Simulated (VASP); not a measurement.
Set up this calculation in VASP 6.6.1, as the native input.

* Task: single point
* Functional: PBEsol
* Potentials or basis: VASP PAW PBE potentials, release 64 (Si)
* Cutoff: 520 eV
* k mesh: 9 × 9 × 1
* Occupations: fermi-dirac, width 0.02 eV
* Spin: no spin polarisation
* Dipole correction: yes
* Further INCAR settings: ALGO = Normal; EDIFF = 1e-07; NBANDS = 21

The structure of Si lies in POSCAR:

```
Si
1.0
    3.8418213872      0.0000000000      0.0000000000
   -1.9209106936      3.3271149181      0.0000000000
    0.0000000000      0.0000000000     23.0579000000
Si
6
Direct
    0.0000000000      0.0000000000      0.3469531796
    0.3333333340      0.6666666660      0.3809635836
    0.3333333340      0.6666666660      0.4829947972
    0.6666666670      0.3333333330      0.5170052020
    0.6666666670      0.3333333330      0.6190364156
    0.0000000000      0.0000000000      0.6530468204
```

These files were run (other wordings do the same):

INCAR

```
SYSTEM = Si
ALGO = Normal
DIPOL = 0.5 0.5 0.500
EDIFF = 1E-7
ENCUT = 520
GGA = PS
IDIPOL = 3
ISIF = 2
ISMEAR = -1
LASPH = .True.
LCHARG = .False.
LDIPOL = .True.
LREAL = .False.
LWAVE = .False.
NBANDS = 21
NELM = 100
PREC = Accurate
SIGMA = 0.02
```

KPOINTS

```
k-points
0
Gamma
  9 9 1
  0 0 0
```

Potentials or basis: VASP PAW PBE potentials, release 64 (Si).

Command:

```sh
$ cat potpaw_PBE.64/Si/POTCAR > POTCAR
$ mpirun -np 1 vasp_std > vasp.out
```

It gave:

```
Largest force          : 0.762 eV/Å
Band gap on the k mesh : zero (band 12 reaches -0.59 eV, above the bottom of band 13 at -0.61 eV)
```

Caveat: the PAW data sets were made with another functional, which shifts forces and pressure a little.

Run time: 80 s on 1 thread of Intel(R) Xeon(R) 6975P-C (Granite Rapids), on a shared host, peak memory 0.41 GiB.
